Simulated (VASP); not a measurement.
Crystal: CdCu3.

```
CELL_PARAMETERS angstrom
3.82570 0.00000 0.00000
0.00000 3.82570 0.00000
0.00000 0.00000 3.82570
ATOMIC_POSITIONS crystal
Cd 0.00000 0.00000 0.00000
Cu 0.00000 0.50000 0.50000
Cu 0.50000 0.00000 0.50000
Cu 0.50000 0.50000 0.00000
```

```yaml
Program: VASP 6.6.1
Task: relaxation of cell and atoms
Functional: PBEsol
Potentials_or_basis: VASP PAW PBE potentials, release 64 (Cd_sv_GW, Cu_sv_GW)
Cutoff: 820 eV
k_mesh: 12 × 12 × 12
Occupations: gaussian, width 0.1 eV
Spin: no spin polarisation
```

At the start: pressure -7.0 GPa; volume 14.00 Å³/atom.

Problem. Where does the relaxation end?

Solution. Over 3 steps the energy falls by 17.5 meV/atom and the volume is 13.24 Å³/atom (-5.4 %); space group Pm-3m (No. 221, to 0.1 Å) before and after.

Step by step:
```
step  energy change (eV)  largest force (eV/Å)  pressure (GPa)  volume (Å³)
   1              0.0000                0.0000           -7.04        55.99
   2             -0.0408                0.0000            5.30        51.16
   3             -0.0701                0.0000            0.05        52.97
```

Final structure:
```
CELL_PARAMETERS angstrom
3.75555 0.00000 0.00000
0.00000 3.75555 0.00000
0.00000 0.00000 3.75555
ATOMIC_POSITIONS crystal
Cd 0.00000 0.00000 0.00000
Cu 0.00000 0.50000 0.50000
Cu 0.50000 0.00000 0.50000
Cu 0.50000 0.50000 0.00000
```

Caveat: the PAW data sets were made with another functional, which shifts forces and pressure a little.
